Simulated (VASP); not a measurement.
# Be16H (a cell with a defect) in VASP: single point with PBE+D3(BJ)

Aim: the single point of Be16H (a cell with a defect) with PBE+D3(BJ).

Everything below comes from runs of VASP 6.6.1. Logs are shortened: lines on timing, memory, paths and dates and some standing lists are left out, and cuts for length are marked.

## 1. The cell of the first run

The cell holds a defect, 17 atoms: a = 4.580 Å, b = 3.966 Å, c = 7.177 Å, α = 90.00°, β = 90.00°, γ = 90.00°.

## 2. Single point, PBE+D3(BJ)

INCAR

```
SYSTEM = Be16H
PREC = Accurate
ENCUT = 520
EDIFF = 1E-7
ISMEAR = 0
SIGMA = 0.1
LREAL = Auto
LASPH = .True.
NELM = 80
ALGO = Normal
ISIF = 2
LWAVE = .False.
LCHARG = .True.
GGA = PE
IVDW = 12
LELF = .True.
LVHAR = .True.
NBANDS = 30
```

KPOINTS

```
regular mesh
0
Gamma
  5 6 4
  0 0 0
```

POSCAR

```
Be16H
1.0
   -2.2900000000     -3.9663960000      0.0000000000
    3.4350000000     -1.9831980000      0.0000000000
    0.0000000000      0.0000000000      7.1768600000
Be H
16 1
Direct
    0.7493290579      0.5016961473     -0.0002058290
    0.5007635746      0.3341070429      0.2489251297
    0.7494281351      0.5014283481      0.4967682481
    0.5067809547      0.3373525407      0.7465328982
    0.5067630865     -0.0051388464      0.0028823151
    0.2494736476      0.8370771146      0.2517372076
    0.5006884440     -0.0015389947      0.5004899411
    0.2494632326      0.8238329213      0.7467096809
    0.2494447402      0.5086489044      0.0027297059
   -0.0019270774      0.3339295184      0.2489563484
    0.2494447802      0.4954917280      0.4977835272
   -0.0082129974      0.3376679340      0.7465529022
   -0.0081488392     -0.0053972401      0.0028638188
    0.7494488372      0.8311144454      0.2526260572
   -0.0018672206     -0.0013520110      0.5004432161
    0.7492752083      0.8305545707      0.7495499784
    0.2488058257      0.1661230763      0.8748083044
```

Potentials or basis: VASP PAW PBE potentials, release 64 (Be, H).

The run is started by

```sh
$ cat potpaw_PBE.64/Be/POTCAR potpaw_PBE.64/H/POTCAR > POTCAR
$ mpirun -np 1 vasp_std > vasp.out
```

OUTCAR:

```text
SYSTEM = Be16H
   PREC = Accurate
   ENCUT = 520
   EDIFF = 1E-7
   ISMEAR = 0
   LREAL = Auto
   LASPH = .True.
   NELM = 80
   ISIF = 2
   GGA = PE
   IVDW = 12
 IVDW          = 12

 ion  position               nearest neighbor table
   1  0.749  0.502  1.000-  16 2.22   2 2.22  10 2.22  12 2.23   4 2.23  14 2.24  13 2.25   5 2.25
                             9 2.29   9 2.29   5 2.30  13 2.30
   2  0.501  0.334  0.249-   3 2.21  11 2.22   9 2.22   5 2.22   1 2.22   7 2.24  14 2.28  10 2.28
                             6 2.28  14 2.30  10 2.30   6 2.30
   3  0.749  0.501  0.497-  14 2.19  12 2.21   4 2.21  10 2.21   2 2.21  16 2.24   7 2.28  15 2.28
                            11 2.29  11 2.29  15 2.30   7 2.30
   4  0.507  0.337  0.747-   3 2.21   7 2.22  12 2.22   1 2.23  11 2.23  16 2.25   8 2.26   5 2.29
                             9 2.29  16 2.30   8 2.35  12 2.36
   5  0.507  0.995  0.003-  14 2.21   2 2.22  13 2.22  16 2.23   6 2.23   1 2.25   9 2.26   8 2.29
                             4 2.29   1 2.30   9 2.35  13 2.36
   6  0.249  0.837  0.252-   9 2.21   7 2.22  15 2.22  11 2.23   5 2.23  13 2.23  10 2.28   2 2.28
                            14 2.29  14 2.29   2 2.30  10 2.30
   7  0.501  0.998  0.500-  14 2.21   6 2.22   4 2.22   8 2.22  16 2.22   2 2.24   3 2.28  15 2.28
                            11 2.28   3 2.30  15 2.30  11 2.30
   8  0.249  0.824  0.747-  11 2.21   7 2.22  15 2.22   9 2.22  12 2.26   4 2.26   5 2.29  13 2.29
                            16 2.29  16 2.29   4 2.35  12 2.36
   9  0.249  0.509  0.003-   6 2.21   2 2.22  10 2.22   8 2.22  13 2.26   5 2.26   4 2.29  12 2.29
                             1 2.29   1 2.29   5 2.35  13 2.36
  10  0.998  0.334  0.249-   3 2.21  11 2.22   9 2.22  13 2.22   1 2.22  15 2.24  14 2.28   2 2.28
                             6 2.28  14 2.30   2 2.30   6 2.30
  11  0.249  0.495  0.498-   8 2.21   2 2.22  10 2.22   6 2.23   4 2.23  12 2.23  15 2.28   7 2.28
                             3 2.29   3 2.29   7 2.30  15 2.30
  12  0.992  0.338  0.747-   3 2.21  15 2.22   4 2.22   1 2.23  11 2.23  16 2.25   8 2.26   9 2.29
                            13 2.29  16 2.30   8 2.36   4 2.36
  13  0.992  0.995  0.003-  14 2.21  10 2.22   5 2.22  16 2.23   6 2.23   1 2.25   9 2.26   8 2.29
                            12 2.29   1 2.30   9 2.36   5 2.36
  14  0.749  0.831  0.253-   3 2.19  13 2.21   5 2.21  15 2.21   7 2.21   1 2.24   2 2.28  10 2.28
                             6 2.29   6 2.29  10 2.30   2 2.30
  15  0.998  0.999  0.500-  14 2.21   6 2.22  12 2.22   8 2.22  16 2.22  10 2.24   3 2.28   7 2.28
                            11 2.28   3 2.30   7 2.30  11 2.30
  16  0.749  0.831  0.750-   1 2.22   7 2.22  15 2.22  13 2.23   5 2.23   3 2.24  12 2.25   4 2.25
                             8 2.29   8 2.29   4 2.30  12 2.30
  17  0.249  0.166  0.875-

  LATTYP: Found a simple orthorhombic cell.
 ALAT       =     3.9663962620
 B/A-ratio  =     1.1547004875
 C/A-ratio  =     1.8094157835

  Lattice vectors:

 A1 = (  -3.4350000000,   1.9831980000,   0.0000000000)
 A2 = (  -2.2900000000,  -3.9663960000,   0.0000000000)
 A3 = (   0.0000000000,   0.0000000000,   7.1768600000)

Analysis of symmetry for initial positions (statically):
=====================================================================
 Subroutine PRICEL returns:
 Original cell was already a primitive cell.

 Routine SETGRP: Setting up the symmetry group for a
 simple orthorhombic supercell.

 Subroutine GETGRP returns: Found  1 space group operations
 (whereof  1 operations were pure point group operations)
 out of a pool of  8 trial point group operations.

The static configuration has the point symmetry C_1 .

Analysis of symmetry for dynamics (positions and initial velocities):
=====================================================================
 Subroutine PRICEL returns:
 Original cell was already a primitive cell.

 Routine SETGRP: Setting up the symmetry group for a
 simple orthorhombic supercell.

 Subroutine GETGRP returns: Found  1 space group operations
 (whereof  1 operations were pure point group operations)
 out of a pool of  8 trial point group operations.

The dynamic configuration has the point symmetry C_1 .

 Subroutine INISYM returns: Found  1 space group operations
 (whereof  1 operations are pure point group operations),
 and found     1 'primitive' translations

----------------------------------------------------------------------------------------

                                     Primitive cell

  volume of cell :     130.3755
[... 55 lines left out ...]

 Generating k-lattice:

  Cartesian coordinates                     Fractional coordinates (reciprocal lattice)
    -0.021834061 -0.037817707  0.000000000     0.200000000  0.000000000  0.000000000
     0.036390102 -0.021009837  0.000000000    -0.000000000  0.166666667  0.000000000
     0.000000000  0.000000000  0.034834175     0.000000000  0.000000000  0.250000000

  Length of vectors
     0.043668125  0.042019671  0.034834175

  Shift w.r.t. Gamma in fractional coordinates (k-lattice)
     0.000000000  0.000000000  0.000000000

 Subroutine IBZKPT returns following result:
 ===========================================

 Found     62 irreducible k-points:

 Following reciprocal coordinates:
            Coordinates               Weight
  0.000000  0.000000  0.000000      1.000000
  0.200000  0.000000  0.000000      2.000000
  0.400000  0.000000  0.000000      2.000000
  0.000000  0.166667  0.000000      2.000000
  0.200000  0.166667  0.000000      2.000000
 -0.200000  0.166667  0.000000      2.000000
[... 16 lines left out ...]
  0.000000  0.166667 -0.250000      2.000000
  0.200000  0.166667  0.250000      2.000000
 [... further k-points ...]
   k-points           NKPTS =     62   k-points in BZ     NKDIM =     62   number of bands    NBANDS=     30
   number of dos      NEDOS =    301   number of ions     NIONS =     17
   total plane-waves  NPLWV =  58320
   dimension x,y,z NGX =    36 NGY =   30 NGZ =   54
   dimension x,y,z NGXF=    72 NGYF=   60 NGZF=  108
   ions per type =              16   1
   NGX,Y,Z   is equivalent  to a cutoff of  13.07, 12.57, 12.51 a.u.
   NGXF,Y,Z  is equivalent  to a cutoff of  26.13, 25.15, 25.02 a.u.
 SYSTEM =  Be16H
   PREC   = accura    normal or accurate (medium, high low for compatibility)
   ISTART =      0    job   : 0-new  1-cont  2-samecut
   ICHARG =      2    charge: 1-file 2-atom 10-const
   ISPIN  =      1    spin polarized calculation?
   LNONCOLLINEAR =      F non collinear calculations
   LSORBIT =      F    spin-orbit coupling
   LASPH  =      T    aspherical Exc in radial PAW
   ENCUT  =  520.0 eV  38.22 Ry    6.18 a.u.   8.52  7.37 13.34*2*pi/ulx,y,z
   NELM   =     80;   NELMIN=  2; NELMDL= -5     # of ELM steps
   EDIFF  = 0.1E-06   stopping-criterion for ELM
   LREAL  =      T    real-space projection
   EDIFFG = 0.1E-05   stopping-criterion for IOM
   NSW    =      0    number of steps for IOM
   IBRION =     -1    ionic relax: 0-MD 1-quasi-New 2-CG
   NFREE  =      0    steps in history (QN), initial steepest desc. (CG)
   ISIF   =      2    stress and relaxation
   ISYM   =      2    0-nonsym 1-usesym 2-fastsym
   POTIM  = 0.5000    time-step for ionic-motion
   TEBEG  =    0.0;   TEEND  =   0.0 temperature during run
   PSTRESS=    0.0 pullay stress
   NELECT =      33.0000    total number of electrons
   NUPDOWN=      -1.0000    fix difference up-down
   EMIN   =  10.00;   EMAX   =-10.00  energy-range for DOS
   EFERMI =   0.00;   METHOD = LEGACY
   ISMEAR =     0;   SIGMA  =   0.10  broadening in eV -4-tet -1-fermi 0-gaus
   EFERMI_NEDOS =   21; number of points for ismear=-14 and -15
   IALGO  =     38    algorithm
   IMIX   =      4    mixing-type and parameters
     AMIX     =   0.40;   BMIX     =  1.00
     AMIX_MAG =   1.60;   BMIX_MAG =  1.00
  volume/ion in A,a.u.               =       7.67        51.75
  Fermi-wavevector in a.u.,A,eV,Ry     =   1.035573  1.956950 14.591049  1.072412
  Thomas-Fermi vector in A             =   2.169923
   LORBIT       =      0    0 simple, 1 ext, 2 COOP (PROOUT), +10 PAW based schemes
   GGA     = PE    functional components
   LHFCALC =     F    Hartree Fock is set to
   AEXX    =    0.0000 exact exchange contribution
   IVDW    =    12    specifies the selected vdW correction
   LEPSILON=     F    determine dielectric tensor
   LRPA    =     F    only Hartree local field effects (RPA)
 non-spin polarized calculation
 Gauss-broadening in eV      SIGMA  =   0.10
  energy-cutoff  :      520.00
  volume of cell :      130.38
 maximum number of plane-waves:      3532
 NGX is ok and might be reduce to    36
   NGX = 17   NGY = 15   NGZ = 27

 number of electron      33.0000000 magnetization

 Free energy of the ion-electron system (eV)
  ---------------------------------------------------
  ext. energy  EPLUGINS =         0.00000000
  ---------------------------------------------------
  free energy    TOTEN  =       -61.78582283 eV

  energy without entropy =      -61.77715862  energy(sigma->0) =      -61.78149072

 E-fermi :   7.4251     XC(G=0): -10.5853

 val. band max:        7.3985389340   @ k =   0.0000   0.0000   0.0000
 cond. band min:       7.5126504298   @ k =   0.2000   0.1667   0.2500
 fundamental gap:      0.1141114959
 Fermi energy:         7.4251192622

 k-point     1 :       0.0000    0.0000    0.0000
  band No.  band energies     occupation
      1      -5.1993      2.00000
      2      -3.0254      2.00000
      3      -2.1741      2.00000
      4      -0.2042      2.00000
      5       0.9695      2.00000
      6       1.5453      2.00000
[... 733 lines left out ...]
     27      11.8942      0.00000
     28      12.3519      0.00000

 [... further k-points ...]

 [bands above 28 left out]

------------------------ aborting loop because EDIFF is reached ----------------------------------------

 Edisp (eV)   -5.70797

 E8    (eV) :    -1.9582

  FORCE on cell =-STRESS in cart. coord.  units (eV):
  Direction    XX          YY          ZZ          XY          YZ          ZX
  --------------------------------------------------------------------------------------
  -------------------------------------------------------------------------------------
  Total      -5.41025    -5.36530    -7.35696     0.03859    -0.00241     0.00463
  in kB     -66.48622   -65.93392   -90.40931     0.47429    -0.02967     0.05687
  external pressure =      -74.28 kB  Pullay stress =        0.00 kB

 VOLUME and BASIS-vectors are now :
 -----------------------------------------------------------------------------
  energy-cutoff  :      520.00
  volume of cell :      130.38
      direct lattice vectors                 reciprocal lattice vectors
    -2.290000000 -3.966396000  0.000000000    -0.109170306 -0.189088533  0.000000000
     3.435000000 -1.983198000  0.000000000     0.218340611 -0.126059022  0.000000000
     0.000000000  0.000000000  7.176860000     0.000000000  0.000000000  0.139336702

 POSITION                                       TOTAL-FORCE (eV/Angst)
 -----------------------------------------------------------------------------------
      0.00736     -3.96710      7.17538         0.002771     -0.000165      0.004758
      0.00091     -2.64883      1.78650        -0.003454      0.006674      0.002079
      0.00622     -3.96696      3.56524         0.003572     -0.000691     -0.001694
     -0.00172     -2.67913      5.35776         0.001268     -0.003410      0.000860
      2.25686     -3.98303      0.02069        -0.000189     -0.003979      0.000090
      2.30407     -2.64960      1.80668        -0.002154      0.004830     -0.001249
[... 9 lines left out ...]
      1.13711     -4.61908      5.37942        -0.000002     -0.000588     -0.002332
      0.00087     -1.31632      6.27838        -0.001368     -0.004082     -0.002312
 -----------------------------------------------------------------------------------
    total drift:                                0.000102      0.000446     -0.001069

  FREE ENERGIE OF THE ION-ELECTRON SYSTEM (eV)
  ---------------------------------------------------
  free  energy   TOTEN  =       -67.4937887104 eV

  energy  without entropy=      -67.4851245009  energy(sigma->0) =      -67.48945661
```

Run time: 5.8 min. Hardware: 1 thread of AMD EPYC 7R43 (Zen 3), shared host; peak memory 0.28 GiB.

What came out:

```
Free energy                : -67.4938 eV
Pressure                   : -7.4 GPa
Largest force              : 0.008 eV/Å
Dispersion energy per atom : -0.336 eV
```

Forces in eV/Å, atoms in the order of the input:
```
Be   0.003  0.000  0.005
Be  -0.003  0.007  0.002
Be   0.004 -0.001 -0.002
Be   0.001 -0.003  0.001
Be   0.000 -0.004  0.000
Be  -0.002  0.005 -0.001
Be   0.004 -0.002 -0.002
Be  -0.004  0.005  0.000
Be   0.002  0.000  0.001
Be  -0.002 -0.003 -0.001
Be   0.003  0.001 -0.004
Be  -0.004 -0.001  0.000
Be   0.005 -0.003  0.001
Be  -0.004  0.004  0.002
Be  -0.001  0.001  0.003
Be   0.000 -0.001 -0.002
H   -0.001 -0.004 -0.002
```

Stress tensor (GPa, compression positive):
```
-6.65  0.05  0.01
 0.05 -6.59  0.00
 0.01  0.00 -9.04
```

Levels at points of the mesh, in eV from the Fermi level:
| k point | band 13 | band 14 | band 15 | band 16 | band 17 | band 18 | band 19 | band 20 |
| --- | --- | --- | --- | --- | --- | --- | --- | --- |
| (0.00, 0.00, 0.00) | -4.16 | -3.71 | -0.05 | -0.03 | 0.30 | 0.40 | 0.75 | 1.01 |
| (0.00, 0.50, 0.00) | -3.74 | -3.72 | -2.86 | -2.65 | 0.18 | 0.47 | 0.65 | 0.73 |
| (0.00, 0.00, 0.50) | -2.44 | -2.25 | -2.10 | -2.02 | 0.41 | 1.33 | 1.53 | 1.69 |
| (0.00, 0.50, 0.50) | -3.89 | -3.88 | -3.67 | -3.61 | 0.79 | 1.49 | 1.54 | 1.90 |
